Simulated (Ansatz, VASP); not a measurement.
**InO in VASP and in Ansatz**

Contents of POSCAR:

```
InO
1.0
    3.3154692493      0.0000000000      0.0000000000
   -1.6577346247      2.8712805953      0.0000000000
    0.0000000000      0.0000000000     17.1472680000
In O
2 2
Direct
    0.6666666667      0.3333333333      0.5900210000
    0.6666666667      0.3333333333      0.4099790000
    0.0000000000      0.0000000000      0.6398670000
    0.0000000000      0.0000000000      0.3601330000
```

INCAR.step1

```
  PREC = Accurate
  ENCUT = 520
  ISMEAR = 0
  SIGMA = 0.05
  LREAL = F
  LASPH = T
  NELM = 60
  NBANDS = 27
  GGA = PE
  ALGO = Normal
  EDIFF = 1E-4
  LWAVE = T
  LCHARG = F
```

Contents of INCAR.step2:

```
  PREC = Accurate
  ENCUT = 520
  EDIFF = 1E-6
  ISMEAR = 0
  SIGMA = 0.05
  LREAL = F
  LASPH = T
  NELM = 60
  ALGO = Normal
  ISIF = 2
  LWAVE = F
  LCHARG = T
  METAGGA = R2SCAN
  LMIXTAU = T
  LELF = T
  LVHAR = T
  NBANDS = 27
  ISTART = 1
```

KPOINTS

```
Automatic mesh
0
Gamma
  12 12 2
```

Input for Ansatz:

```yaml
crystal:
  lattice:
    - [3.3154692493, 0.0, 0.0]
    - [-1.6577346247, 2.8712805953, 0.0]
    - [0.0, 0.0, 17.147268]
  atoms:
    - { symbol: In, position: [0.6666666667, 0.3333333333, 0.590021] }
    - { symbol: In, position: [0.6666666667, 0.3333333333, 0.409979] }
    - { symbol: O, position: [0.0, 0.0, 0.639867] }
    - { symbol: O, position: [0.0, 0.0, 0.360133] }
basis:
  ecutwfc: 500
kpoints:
  mp_grid: { grid: [12, 12, 2] }
hamiltonian:
  xc: r2scan
scf:
  occupations: { method: gaussian, width: 0.05 }
output:
  forces: true
  stress: true
  eigenvalues: true
  write_density: true
  write_potential: true
  elf: true
  volumetric_format: npy
```

Change from the starting cell: strain -0.040 along x and y, +0.080 along z, atoms carried along.

Alike in both runs: task single point; functional r2SCAN; k mesh 12 × 12 × 2; occupations gaussian, width 0.05 eV; no spin polarisation.

|  | VASP | Ansatz |
| --- | --- | --- |
| version | VASP 6.6.1 | Ansatz 0.2.0 |
| potentials or method | VASP PAW PBE potentials, release 64 (In_d, O), cutoff 520 eV | scalar-relativistic, plane waves, PAW |
| valence electrons in the cell | 38 | 38 |

VASP gave:

* gap on the k mesh at the Fermi level (eV): 0.22
* least direct gap on the mesh (eV): 1.59
* rms of the force components (eV/Å): 0.329

**Question.** What did Ansatz give for the same quantities?

**Answer.** gap on the k mesh at the Fermi level (eV): 0.21; least direct gap on the mesh (eV): 1.59; rms of the force components (eV/Å): 0.310.

VASP's potentials were made for PBE, not for r2SCAN. Atom by atom the forces differ by 0.038 eV/Å (rms over components). Ansatz's warnings: xc potential rough in thin density.
